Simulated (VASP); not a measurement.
WSe2: single point with PBE

The system is WSe2, a slab with vacuum.

```
CELL_PARAMETERS angstrom
3.31920 0.00683 -0.03220
-1.65368 2.84978 0.03985
-0.30081 0.25622 31.14357
ATOMIC_POSITIONS crystal
W 0.64707 0.32976 0.00049
W 0.30714 0.65996 0.75402
W 0.32732 0.67942 0.24466
Se 0.35160 0.67887 0.05462
Se 0.68731 0.34984 0.81074
Se 0.68699 0.33680 0.29847
Se 0.33454 0.67331 0.94233
Se 0.67355 0.31139 0.69988
Se 0.65116 0.31398 0.19480
```

This cell differs from its parent crystal: atoms moved at random and the cell strained at random.

```
Program                : VASP 6.6.1
Task                   : single point
Functional             : PBE
Potentials or basis    : VASP PAW PBE potentials, release 64 (W_sv, Se)
Cutoff                 : 520 eV
k mesh                 : 12 × 12 × 1
Occupations            : gaussian, width 0.05 eV
Spin                   : no spin polarisation
Dipole correction      : no
Further INCAR settings : ALGO = Normal; EDIFF = 1e-06; NBANDS = 49
```

The largest force is 3.140 eV/Å and the band gap on the k mesh is 1.19 eV.

Forces in eV/Å, atoms in the order of the input:
```
W    1.136  0.689 -1.554
W    1.949  0.040  1.157
W    1.193 -1.597  2.201
Se  -0.557 -0.666 -0.041
Se  -0.697 -0.556 -0.979
Se  -0.651  0.017  0.458
Se  -0.578 -0.024  1.596
Se  -1.252  0.517 -0.179
Se  -0.541  1.580 -2.659
```

Levels at points of the mesh, in eV from the valence-band top:
```
           k point  band 36  band 37  band 38  band 39  band 40  band 41  band 42  band 43
(0.00, 0.00, 0.00)    -0.65    -0.58    -0.41    -0.18     2.17     2.31     2.41     2.60
(0.50, 0.00, 0.00)    -0.91    -0.88    -0.74    -0.68     2.08     2.27     2.44     2.52
(0.00, 0.50, 0.00)    -1.24    -1.07    -0.63    -0.51     2.05     2.31     2.39     2.54
(0.50, 0.50, 0.00)    -1.12    -0.97    -0.61    -0.59     2.17     2.35     2.38     2.55
```

It took 49 min on 1 thread of Oxide Virtual Turin-like Processor, with other jobs on the host, peak memory 0.97 GiB.

Caveat: the cell differs from its parent crystal (atoms moved at random and the cell strained at random); spin-orbit coupling is left out, which moves the levels of the heavy elements.
